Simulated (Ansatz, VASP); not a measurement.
# Si in VASP and in Ansatz

The input INCAR:

```
SYSTEM = Si
PREC     = Accurate       ! precision mode
ENCUT    = 520            ! plane-wave cutoff, eV
EDIFF    = 1E-7           ! SCF threshold, eV
ISMEAR   = 0              ! smearing method
SIGMA    = 0.05           ! smearing width, eV
LREAL    = .FALSE.        ! projectors in reciprocal space
LASPH    = .TRUE.         ! aspherical terms in the spheres
NELM     = 100            ! most SCF steps
ALGO     = Normal         ! electronic algorithm
ISIF     = 2              ! what is computed and relaxed
LWAVE    = .FALSE.        ! write WAVECAR
LCHARG   = .FALSE.        ! write CHGCAR
NBANDS   = 16             ! bands
```

The input KPOINTS:

```
Automatic mesh
0
G
  10 10 6
  0 0 0
```

The input POSCAR:

```
Si
1.0
    0.0000000000     -2.7007989451     -2.7007989451
    0.0000000000      2.7007989451     -2.7007989451
    5.7797097425      0.0000000000      0.0000000000
Si
4
Direct
    0.5000000000      0.5000000000     -0.0183279100
    0.0000000000      0.0000000000      0.5183279100
    0.0000000000      0.5000000000      0.2500000000
    0.5000000000      0.0000000000      0.7500000000
```

Input for Ansatz:

```yaml
crystal:
  lattice:
    - [0.0, -2.7007989451, -2.7007989451]
    - [0.0, 2.7007989451, -2.7007989451]
    - [5.7797097425, 0.0, 0.0]
  atoms:
    - { symbol: Si, position: [0.5, 0.5, -0.01832791] }
    - { symbol: Si, position: [0.0, 0.0, 0.51832791] }
    - { symbol: Si, position: [0.0, 0.5, 0.25] }
    - { symbol: Si, position: [0.5, 0.0, 0.75] }
basis:
  ecutwfc: 420
kpoints:
  mp_grid: { grid: [10, 10, 6] }
hamiltonian:
  xc: lda
  pseudopotentials: { kind: paw, azcp: { folder: soft_1 } }
scf:
  occupations: { method: gaussian, width: 0.05 }
output:
  forces: true
  stress: true
  eigenvalues: true
```

Change from the starting cell: mode 6 frozen in at -0.099 Å, normal strain along x +0.0700.

Alike in both runs: task single point; functional LDA; k mesh 10 × 10 × 6; occupations gaussian, width 0.05 eV; no spin polarisation.

|  | VASP | Ansatz |
| --- | --- | --- |
| version | VASP 6.6.1 | Ansatz 0.2.0 |
| potentials or method | VASP PAW LDA potentials, release 64 (Si), cutoff 520 eV | scalar-relativistic, plane waves, PAW |
| valence electrons in the cell | 16 | 16 |

|  | VASP | Ansatz | Ansatz less VASP |
| --- | --- | --- | --- |
| gap on the k mesh at the Fermi level (eV) | none | none | - |
| pressure (GPa) | -5.2 | -5.2 | -0.04 |
| traceless stress, the component that is largest in VASP (GPa) | -5.11 | -5.11 | +0.001 |
| rms of the force components (eV/Å) | 0.646 | 0.646 | -0.0003 |

Ansatz warns that its potentials were made for another functional, while VASP's fit it. LDA's correlation is that of Perdew and Zunger in VASP and of Perdew and Wang (1992) in Ansatz. Atom by atom the forces differ by 0.000 eV/Å (rms over components). A gap of «none» marks a metal or a gap that the smearing closes.
